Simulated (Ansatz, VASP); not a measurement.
One calculation of InSe2, two programs

```xyz
6
Lattice="3.8949 0.0000 0.0000 0.0000 3.8949 0.0000 0.0000 0.0000 9.6262" Properties=species:S:1:pos:R:3 pbc="T T T"
In    0.0000    1.9474    6.8006
In    1.9474    0.0000    2.8256
Se    0.0000    1.9474    3.5252
Se    1.9474    0.0000    6.1010
Se    0.0000    0.0000    0.0000
Se    1.9474    1.9474    0.0000
```

Alike in both runs: task single point; functional PBEsol; k mesh 10 × 10 × 4; occupations fermi-dirac, width 0.05 eV; no spin polarisation.

|  | VASP | Ansatz |
| --- | --- | --- |
| version | VASP 6.6.1 | Ansatz 0.2.0 |
| potentials or method | VASP PAW PBE potentials, release 64 (In_d, Se), cutoff 520 eV | scalar-relativistic, plane waves, PAW |
| valence electrons in the cell | 50 | 90 |

|  | VASP | Ansatz | Ansatz less VASP |
| --- | --- | --- | --- |
| gap on the k mesh at the Fermi level (eV) | none | none | - |
| pressure (GPa) | -3.3 | -3.3 | -0.07 |
| traceless stress, the component that is largest in VASP (GPa) | 1.14 | 1.18 | +0.036 |
| rms of the force components (eV/Å) | 0.038 | 0.039 | +0.0006 |

VASP's potentials were made for PBE, not for PBEsol. Atom by atom the forces differ by 0.001 eV/Å (rms over components). A gap of «none» marks a metal or a gap that the smearing closes. VASP's potentials hold 50 valence electrons a cell and Ansatz's 90, so a difference there can come from the potentials and not from the codes.
